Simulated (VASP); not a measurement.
Al:

```
Al
1.0
     2.59482    0.00000    0.00000
     0.00000    2.59482    0.00000
     0.00000    0.00000    2.59482
Al
1
Direct
  0.00000 0.00000 0.00000
```

* Program: VASP 6.6.1
* Task: relaxation of cell and atoms
* Functional: PBEsol
* Potentials or basis: VASP PAW PBE potentials, release 64 (Al)
* Cutoff: 600 eV
* k mesh: 16 × 16 × 16
* Occupations: fermi-dirac, width 0.01 eV
* Spin: no spin polarisation

At the start: pressure 9.6 GPa; volume 17.47 Å³/atom.

How do energy, volume and symmetry change on relaxing?

Over 3 steps the energy falls by 61.1 meV/atom and the volume is 19.72 Å³/atom (+12.9 %); space group Pm-3m (No. 221, to 0.05 Å).

Step by step:
```tsv
step	energy change (eV)	largest force (eV/Å)	pressure (GPa)	volume (Å³)
1	0.0000	0.0000	9.62	17.47
2	-0.0586	0.0000	-1.49	20.26
3	-0.0611	0.0000	0.05	19.72
```

Final structure:
```yaml
crystal:
  lattice:
    - [2.70189, 0.00000, 0.00000]
    - [0.00000, 2.70189, 0.00000]
    - [0.00000, 0.00000, 2.70189]
  atoms:
    - { symbol: Al, position: [0.00000, 0.00000, 0.00000] }
```

Caveat: the PAW data sets were made with another functional, which shifts forces and pressure a little.
